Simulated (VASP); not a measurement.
Set up this calculation in VASP 6.6.1, as the native input.

```
Task                   : relaxation of cell and atoms
Functional             : PBE
Potentials or basis    : VASP PAW PBE potentials, release 64 (Bi_d, W_sv, N)
Cutoff                 : 600 eV
k mesh                 : 4 × 4 × 4
Occupations            : gaussian, width 0.1 eV
Spin                   : no spin polarisation
Dipole correction      : no
Further INCAR settings : ALGO = Normal; EDIFF = 1e-06; IBRION = 2; EDIFFG = -0.04; NSW = 90; ISIF = 3
```

The structure of BiW2N4 lies in POSCAR:

```
BiW2N4
1.0
   -3.0103843887      3.0103843887      2.4596168039
    3.0103843887     -3.0103843887      2.4596168039
    3.0103843887      3.0103843887     -2.4596168039
Bi W N
1 2 4
Direct
    0.0000000000      0.0000000000      0.0000000000
    0.7500000000      0.2500000000      0.5000000000
    0.2500000000      0.7500000000      0.5000000000
    0.3030000000      0.3030000000      0.6060000000
    0.3030000000      0.6970000000      0.0000000000
    0.6970000000      0.6970000000      0.3940000000
    0.6970000000      0.3030000000      0.0000000000
```

One way to write it, as run:

INCAR

```
PREC     = Accurate       # precision mode
ENCUT    = 600            # plane-wave cutoff, eV
EDIFF    = 1E-6           # SCF threshold, eV
ISMEAR   = 0              # smearing method
SIGMA    = 0.1            # smearing width, eV
LREAL    = False          # projectors in reciprocal space
LASPH    = True           # aspherical terms in the spheres
NELM     = 80             # most SCF steps
ALGO     = Normal         # electronic algorithm
ISIF     = 3              # what is computed and relaxed
LWAVE    = False          # write WAVECAR
LCHARG   = False          # write CHGCAR
GGA      = PE             # functional
IBRION   = 2              # ionic algorithm
NSW      = 90             # ionic steps
EDIFFG   = -0.04          # ionic threshold
```

KPOINTS

```
regular mesh
0
Gamma
  4 4 4
```

Potentials or basis: VASP PAW PBE potentials, release 64 (Bi_d, W_sv, N).

Run with:

```console
$ cat potpaw_PBE.64/Bi_d/POTCAR potpaw_PBE.64/W_sv/POTCAR potpaw_PBE.64/N/POTCAR > POTCAR
$ mpirun -np 1 vasp_std > vasp.out
```

It gave:

* Relaxed volume: 11.81 Å³/atom
* Relaxed cell: a = 4.754 Å, b = 4.754 Å, c = 4.754 Å, α = 109.09°, β = 109.09°, γ = 110.23°
* Space group after relaxing (to 0.05 Å): I4/mmm (No. 139)
* Energy gained by relaxing: 368.9 meV/atom
* Ionic steps: 14
* Pressure after relaxing: 0.1 GPa
* Largest force after relaxing: 0.015 eV/Å

Caveat: the k points lie up to 0.41 Å⁻¹ apart in the final cell.

It took 12 min on 1 thread of Intel Xeon 6975P-C (shared host), peak memory 0.27 GiB.
